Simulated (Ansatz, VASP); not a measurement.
# Two plane-wave programs on SnO2

POSCAR

```
SnO2
1.0
    3.5490131225      0.0000000000      0.0000000000
    0.0000000000      3.5490131225      0.0000000000
    0.0000000000      0.0000000000      5.4292608834
Sn O
2 4
Direct
    0.5000000000      0.5000000000      0.5000000000
    0.0000000000      0.0000000000      0.0000000000
    0.0000000000      0.5000000000      0.6771525376
    0.5000000000      0.0000000000      0.8228474624
    0.5000000000      0.0000000000      0.3228474624
    0.0000000000      0.5000000000      0.1771525376
```

Contents of INCAR.step1:

```
SYSTEM = SnO2
ALGO     = Normal         ! electronic algorithm
EDIFF    = 1E-4           ! SCF threshold, eV
ENCUT    = 520            ! plane-wave cutoff, eV
GGA      = PE             ! functional
ISMEAR   = 0              ! smearing method
LASPH    = .TRUE.         ! aspherical terms in the spheres
LCHARG   = .FALSE.        ! write CHGCAR
LREAL    = .FALSE.        ! projectors in reciprocal space
LWAVE    = .TRUE.         ! write WAVECAR
NBANDS   = 35             ! bands
NELM     = 100            ! most SCF steps
PREC     = Accurate       ! precision mode
SIGMA    = 0.01           ! smearing width, eV
```

File INCAR.step2:

```
SYSTEM = SnO2
ALGO     = Normal         ! electronic algorithm
EDIFF    = 1E-7           ! SCF threshold, eV
ENCUT    = 520            ! plane-wave cutoff, eV
ISIF     = 2              ! what is computed and relaxed
ISMEAR   = 0              ! smearing method
ISTART   = 1            
LASPH    = .TRUE.         ! aspherical terms in the spheres
LCHARG   = .FALSE.        ! write CHGCAR
LMIXTAU  = .TRUE.       
LREAL    = .FALSE.        ! projectors in reciprocal space
LWAVE    = .FALSE.        ! write WAVECAR
METAGGA  = R2SCAN         ! meta-GGA
NBANDS   = 35             ! bands
NELM     = 100            ! most SCF steps
PREC     = Accurate       ! precision mode
SIGMA    = 0.01           ! smearing width, eV
```

Contents of KPOINTS:

```
k-points
0
G
  8 8 6
  0 0 0
```

Input for Ansatz:

```yaml
crystal:
  lattice:
    - [3.5490131225, 0.0, 0.0]
    - [0.0, 3.5490131225, 0.0]
    - [0.0, 0.0, 5.4292608834]
  atoms:
    - { symbol: Sn, position: [0.5, 0.5, 0.5] }
    - { symbol: Sn, position: [0.0, 0.0, 0.0] }
    - { symbol: O, position: [0.0, 0.5, 0.6771525376] }
    - { symbol: O, position: [0.5, 0.0, 0.8228474624] }
    - { symbol: O, position: [0.5, 0.0, 0.3228474624] }
    - { symbol: O, position: [0.0, 0.5, 0.1771525376] }
kpoints:
  mp_grid: { grid: [8, 8, 6] }
  band_path:
    path:
      - [0.0, 0.0, 0.0]
      - [0.0, 0.5, 0.0]
      - [0.5, 0.5, 0.0]
      - [0.0, 0.0, 0.5]
      - [0.0, 0.5, 0.5]
      - [0.5, 0.5, 0.5]
    npoints: 1
hamiltonian:
  xc: r2scan
scf:
  occupations: { method: fixed }
  n_extra_bands: 5
output:
  forces: true
  stress: true
  eigenvalues: true
```

Alike in both runs: task single point; functional r2SCAN; k mesh 8 × 8 × 6; no spin polarisation.

|  | VASP | Ansatz |
| --- | --- | --- |
| version | VASP 6.6.1 | Ansatz 0.2.0 |
| potentials or method | VASP PAW PBE potentials, release 64 (Sn_d, O) | plane waves, PAW |
| plane-wave cutoff (eV) | 520 | 500 |
| occupations | gaussian, width 0.01 eV | fixed |
| valence electrons in the cell | 52 | 52 |

```csv
,VASP,Ansatz,Ansatz less VASP
gap on the k mesh at the Fermi level (eV),1.72,1.70,-0.019
pressure (GPa),1.2,0.0,-1.14
"traceless stress, the component that is largest in VASP (GPa)",-0.36,-0.04,+0.316
rms of the force components (eV/Å),0.030,0.000,-0.0300
```

VASP's potentials were made for PBE, not for r2SCAN. Atom by atom the forces differ by 0.030 eV/Å (rms over components).
